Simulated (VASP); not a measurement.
# Se (P3_221) in VASP: single point with PBE0

Aim: the single point of Se with PBE0.

All numbers are computed with VASP 6.6.1; they aren't measurements. Logs are shortened: lines on timing, memory, paths and dates and some standing lists are left out, and cuts for length are marked.

### 1 The cell of the first run

Symmetry: P3_221, No. 154, trigonal system. Conventional cell: a = 4.355 Å, b = 4.355 Å, c = 4.949 Å, α = 90.00°, β = 90.00°, γ = 120.00°. Within 3.1 Å of Se (site symmetry 2) lie 2 Se at 2.32 Å.

### 2 Single point, PBE0

Contents of POSCAR:

```
Se
1.0
    4.3551700000      0.0000000000      0.0000000000
   -2.1775850000      3.7716878578      0.0000000000
    0.0000000000      0.0000000000      4.9494500000
Se
3
Direct
    0.7830000000      0.7830000000      0.5000000000
    0.0000000000      0.2170000000      0.8333333333
    0.2170000000      0.0000000000      0.1666666667
```

Contents of INCAR.step1:

```
PREC = Accurate
ENCUT = 400
EDIFF = 1E-5
ISMEAR = 0
SIGMA = 0.01
LREAL = False
LASPH = True
NELM = 120
ALGO = Normal
ISIF = 2
LWAVE = True
LCHARG = False
GGA = PE
NBANDS = 16
GGA_COMPAT = False
```

Contents of INCAR.step2:

```
PREC = Accurate
ENCUT = 400
EDIFF = 1E-6
ISMEAR = 0
SIGMA = 0.01
LREAL = False
LASPH = True
NELM = 120
ALGO = Normal
ISIF = 2
LWAVE = False
LCHARG = False
GGA = PE
LHFCALC = True
AEXX = 0.25
PRECFOCK = Normal
ISTART = 1
NBANDS = 16
GGA_COMPAT = False
```

Contents of KPOINTS:

```
Automatic mesh
0
Gamma
  5 5 4
```

Potentials or basis: VASP PAW PBE potentials, release 64 (Se).

Run with:

```console
cat potpaw_PBE.64/Se/POTCAR > POTCAR
cp INCAR.step1 INCAR
mpirun -np 1 vasp_std > vasp.out
cp INCAR.step2 INCAR
mpirun -np 1 vasp_std > vasp.out
```

OUTCAR:

```text
PREC = Accurate
   ENCUT = 400
   EDIFF = 1E-6
   ISMEAR = 0
   LREAL = False
   LASPH = True
   NELM = 120
   ISIF = 2
   GGA = PE
   LHFCALC = True
   AEXX = 0.25
   PRECFOCK = Normal
   ISTART = 1

 ion  position               nearest neighbor table
   1  0.783  0.783  0.500-   3 2.32   2 2.32
   2  0.000  0.217  0.833-   1 2.32   3 2.32
   3  0.217  0.000  0.167-   1 2.32   2 2.32

  LATTYP: Found a hexagonal cell.
 ALAT       =     4.3551700000
 C/A-ratio  =     1.1364539157

  Lattice vectors:

 A1 = (   4.3551700000,   0.0000000000,   0.0000000000)
 A2 = (  -2.1775850000,   3.7716878578,   0.0000000000)
 A3 = (   0.0000000000,   0.0000000000,   4.9494500000)

Analysis of symmetry for initial positions (statically):
=====================================================================
 Subroutine PRICEL returns:
 Original cell was already a primitive cell.

 Routine SETGRP: Setting up the symmetry group for a
 hexagonal supercell.

 Subroutine GETGRP returns: Found  6 space group operations
 (whereof  2 operations were pure point group operations)
 out of a pool of 24 trial point group operations.

The static configuration has the point symmetry C_2 .
 The point group associated with its full space group is D_3 .

Analysis of symmetry for dynamics (positions and initial velocities):
=====================================================================
 Subroutine PRICEL returns:
 Original cell was already a primitive cell.

 Routine SETGRP: Setting up the symmetry group for a
 hexagonal supercell.

 Subroutine GETGRP returns: Found  6 space group operations
 (whereof  2 operations were pure point group operations)
 out of a pool of 24 trial point group operations.

The dynamic configuration has the point symmetry C_2 .
 The point group associated with its full space group is D_3 .

 Subroutine INISYM returns: Found  6 space group operations
 (whereof  2 operations are pure point group operations),
 and found     1 'primitive' translations

----------------------------------------------------------------------------------------

                                     Primitive cell

  volume of cell :      81.3014

  direct lattice vectors                    reciprocal lattice vectors
     4.355170000  0.000000000  0.000000000     0.229612162  0.132566644  0.000000000
    -2.177585000  3.771687858  0.000000000     0.000000000  0.265133287  0.000000000
     0.000000000  0.000000000  4.949450000     0.000000000  0.000000000  0.202042651

  length of vectors
     4.355170000  4.355170000  4.949450000     0.265133287  0.265133287  0.202042651

  position of ions in fractional coordinates (direct lattice)
     0.783000000  0.783000000  0.500000000
     1.000000000  0.217000000  0.833333333
     0.217000000  0.000000000  0.166666667

  ion indices of the primitive-cell ions
   primitive index   ion index
                 1           1
                 2           2
                 3           3

----------------------------------------------------------------------------------------

 KPOINTS: Automatic mesh

Automatic generation of k-mesh.
 Grid dimensions read from file:
 generate k-points for:    5    5    4

 Generating k-lattice:

  Cartesian coordinates                     Fractional coordinates (reciprocal lattice)
     0.045922432  0.026513329  0.000000000     0.200000000 -0.000000000  0.000000000
     0.000000000  0.053026657  0.000000000     0.000000000  0.200000000  0.000000000
     0.000000000  0.000000000  0.050510663     0.000000000  0.000000000  0.250000000

  Length of vectors
     0.053026657  0.053026657  0.050510663

  Shift w.r.t. Gamma in fractional coordinates (k-lattice)
     0.000000000  0.000000000  0.000000000

 Subroutine IBZKPT returns following result:
 ===========================================

 Found     17 irreducible k-points:

 Following reciprocal coordinates:
            Coordinates               Weight
  0.000000  0.000000  0.000000      1.000000
  0.200000 -0.000000  0.000000      6.000000
  0.400000  0.000000  0.000000      6.000000
  0.200000  0.200000  0.000000      6.000000
  0.400000  0.200000  0.000000      6.000000
  0.000000  0.000000  0.250000      2.000000
[... 9 lines left out ...]
  0.200000  0.200000  0.500000      6.000000
  0.400000  0.200000  0.500000      6.000000
   k-points           NKPTS =     17   k-points in BZ     NKDIM =    100   number of bands    NBANDS=     16
   number of dos      NEDOS =    301   number of ions     NIONS =      3
   total plane-waves  NPLWV =  25088
   dimension x,y,z NGX =    28 NGY =   28 NGZ =   32
   dimension x,y,z NGXF=    56 NGYF=   56 NGZF=   64
   ions per type =               3
   NGX,Y,Z   is equivalent  to a cutoff of  10.69, 10.69, 10.75 a.u.
   NGXF,Y,Z  is equivalent  to a cutoff of  21.38, 21.38, 21.50 a.u.
 SYSTEM =  unknown system
   PREC   = accura    normal or accurate (medium, high low for compatibility)
   ISTART =      1    job   : 0-new  1-cont  2-samecut
   ICHARG =      0    charge: 1-file 2-atom 10-const
   ISPIN  =      1    spin polarized calculation?
   LNONCOLLINEAR =      F non collinear calculations
   LSORBIT =      F    spin-orbit coupling
   LASPH  =      T    aspherical Exc in radial PAW
   ENCUT  =  400.0 eV  29.40 Ry    5.42 a.u.   7.10  7.10  8.07*2*pi/ulx,y,z
   NELM   =    120;   NELMIN=  2; NELMDL=  0     # of ELM steps
   EDIFF  = 0.1E-05   stopping-criterion for ELM
   LREAL  =      F    real-space projection
   EDIFFG = 0.1E-04   stopping-criterion for IOM
   NSW    =      0    number of steps for IOM
   IBRION =     -1    ionic relax: 0-MD 1-quasi-New 2-CG
   NFREE  =      0    steps in history (QN), initial steepest desc. (CG)
   ISIF   =      2    stress and relaxation
   ISYM   =      3    0-nonsym 1-usesym 2-fastsym
   POTIM  = 0.5000    time-step for ionic-motion
   TEBEG  =    0.0;   TEEND  =   0.0 temperature during run
   PSTRESS=    0.0 pullay stress
   NELECT =      18.0000    total number of electrons
   NUPDOWN=      -1.0000    fix difference up-down
   EMIN   =  10.00;   EMAX   =-10.00  energy-range for DOS
   EFERMI =   0.00;   METHOD = LEGACY
   ISMEAR =     0;   SIGMA  =   0.01  broadening in eV -4-tet -1-fermi 0-gaus
   EFERMI_NEDOS =   21; number of points for ismear=-14 and -15
   IALGO  =     38    algorithm
   IMIX   =      1    mixing-type and parameters
     AMIX     =   0.40;   BMIX     =  1.00
     AMIX_MAG =   1.60;   BMIX_MAG =  1.00
  volume/ion in A,a.u.               =      27.10       182.88
  Fermi-wavevector in a.u.,A,eV,Ry     =   0.990375  1.871538 13.345178  0.980843
  Thomas-Fermi vector in A             =   2.122041
   LORBIT       =      0    0 simple, 1 ext, 2 COOP (PROOUT), +10 PAW based schemes
   GGA     = PE    functional components
   LHFCALC =     T    Hartree Fock is set to
   PRECFOCK=normal    Normal, Fast or Accurate (Low or Medium for compatibility)
   ENCUT4O =  -1.0   cutoff for four orbital integrals eV
   NKREDX  =     1    reduce k-point grid by
   NKREDY  =     1    reduce k-point grid by
   NKREDZ  =     1    reduce k-point grid by
   AEXX    =    0.2500 exact exchange contribution
   HFSCREEN=    0.0000 screening length (either q_TF or 0.3 A-1)
   HFSCREENC=   0.0000 screening length for correlation (either q_TF or 0.3 A-1)
   ENCUTFOCK=  -1.0 apply spherical cutoff to Coloumb kernel
   IVDW    =     0    specifies the selected vdW correction
   LEPSILON=     F    determine dielectric tensor
   LRPA    =     F    only Hartree local field effects (RPA)
 non-spin polarized calculation
 Gauss-broadening in eV      SIGMA  =   0.01
  energy-cutoff  :      400.00
  volume of cell :       81.30
 maximum number of plane-waves:      1487
  NGX = 24; NGY = 24; NGZ = 28

 number of electron      17.9999998 magnetization

 Free energy of the ion-electron system (eV)
  ---------------------------------------------------
  ext. energy  EPLUGINS =         0.00000000
  ---------------------------------------------------
  free energy    TOTEN  =       -14.76458785 eV

  energy without entropy =      -14.76458785  energy(sigma->0) =      -14.76458785

 E-fermi :   1.9250     XC(G=0):  -6.9926

 val. band max:        1.8757120310   @ k =   0.4000   0.2000   0.5000
 cond. band min:       4.5865548154   @ k =   0.4000   0.2000   0.5000
 fundamental gap:      2.7108427843
 Fermi energy:         1.9249968106

 k-point     1 :       0.0000    0.0000    0.0000
  band No.  band energies     occupation
      1     -15.8395      2.00000
      2     -11.0547      2.00000
      3     -11.0547      2.00000
      4      -2.3749      2.00000
      5      -2.3749      2.00000
      6      -2.2329      2.00000
[... 8 lines left out ...]
     15       9.8434      0.00000
     16      11.9627      0.00000

 k-point     2 :       0.2000   -0.0000    0.0000
  band No.  band energies     occupation
      1     -15.6886      2.00000
      2     -11.1917      2.00000
      3     -11.0297      2.00000
      4      -3.3885      2.00000
      5      -2.8218      2.00000
      6      -2.0315      2.00000
[... 8 lines left out ...]
     15      11.1013      0.00000
     16      12.0532      0.00000

 k-point     3 :       0.4000    0.0000    0.0000
  band No.  band energies     occupation
      1     -15.4080      2.00000
      2     -11.4841      2.00000
      3     -10.9878      2.00000
      4      -3.9624      2.00000
      5      -3.2743      2.00000
      6      -2.0503      2.00000
[... 8 lines left out ...]
     15      12.6743      0.00000
     16      13.5922      0.00000

 k-point     4 :       0.2000    0.2000    0.0000
  band No.  band energies     occupation
      1     -15.4673      2.00000
      2     -11.3505      2.00000
      3     -11.0698      2.00000
      4      -3.7709      2.00000
      5      -3.4371      2.00000
      6      -1.7998      2.00000
[... 8 lines left out ...]
     15      11.9314      0.00000
     16      12.9254      0.00000
[... 191 lines left out ...]
 k-point    15 :       0.4000    0.0000    0.5000
  band No.  band energies     occupation
      1     -14.2389      2.00000
      2     -14.1152      2.00000
      3      -9.3330      2.00000
      4      -4.6840      2.00000
      5      -3.0882      2.00000
      6      -2.8097      2.00000
[... 8 lines left out ...]
     15      12.0298      0.00000
     16      12.6815      0.00000

 k-point    16 :       0.2000    0.2000    0.5000
  band No.  band energies     occupation
      1     -14.2584      2.00000
      2     -14.1865      2.00000
      3      -9.1905      2.00000
      4      -4.4545      2.00000
      5      -3.1396      2.00000
      6      -3.0033      2.00000
[... 8 lines left out ...]
     15      11.7582      0.00000
     16      12.5373      0.00000

 k-point    17 :       0.4000    0.2000    0.5000
  band No.  band energies     occupation
      1     -14.1462      2.00000
      2     -14.0653      2.00000
      3      -9.4945      2.00000
      4      -4.7029      2.00000
      5      -3.5220      2.00000
      6      -3.4165      2.00000
[... 8 lines left out ...]
     15      12.2912      0.00000
     16      12.5493      0.00000

------------------------ aborting loop because EDIFF is reached ----------------------------------------

  FORCE on cell =-STRESS in cart. coord.  units (eV):
  Direction    XX          YY          ZZ          XY          YZ          ZX
  --------------------------------------------------------------------------------------
  -------------------------------------------------------------------------------------
  Total        1.6015114      1.6015114      1.6378947     -0.0000000      0.0000000      0.0000000
  in kB       31.5604224     31.5604224     32.2774166     -0.0000000      0.0000000      0.0000000
  external PRESSURE =      31.7994205 kB  Pullay stress =       0.0000000 kB

 VOLUME and BASIS-vectors are now :
 -----------------------------------------------------------------------------
  energy-cutoff  :      400.00
  volume of cell :       81.30
      direct lattice vectors                 reciprocal lattice vectors
     4.355170000  0.000000000  0.000000000     0.229612162  0.132566644  0.000000000
    -2.177585000  3.771687858  0.000000000     0.000000000  0.265133287  0.000000000
     0.000000000  0.000000000  4.949450000     0.000000000  0.000000000  0.202042651

 POSITION                                       TOTAL-FORCE (eV/Angst)
 -----------------------------------------------------------------------------------
      1.70505      2.95323      2.47472        -0.294508     -0.510103     -0.000000
     -0.47254      0.81846      4.12454        -0.294508      0.510103      0.000000
      0.94507      0.00000      0.82491         0.589016     -0.000000      0.000000
 -----------------------------------------------------------------------------------
    total drift:                                0.000002      0.000004      0.000000

  FREE ENERGIE OF THE ION-ELECTRON SYSTEM (eV)
  ---------------------------------------------------
  free  energy   TOTEN  =       -14.7645878494 eV

  energy  without entropy=      -14.7645878494  energy(sigma->0) =      -14.76458785
```

Run time: 27 min. Hardware: 1 thread of AMD EPYC 7R13 (Zen 3), shared host; peak memory 0.15 GiB.

What came out:

* Free energy: -14.7646 eV
* Pressure: 3.2 GPa
* Largest force: 0.589 eV/Å
* Band gap on the k mesh: 2.71 eV

Forces on the atoms (eV/Å):
```
Se  -0.295 -0.510  0.000
Se  -0.295  0.510  0.000
Se   0.589  0.000  0.000
```

Caveat: the cell stands under pressure; the PAW data sets were made with another functional, which shifts forces and pressure a little; an odd mesh through Γ misses points on the zone boundary, where band edges can lie.
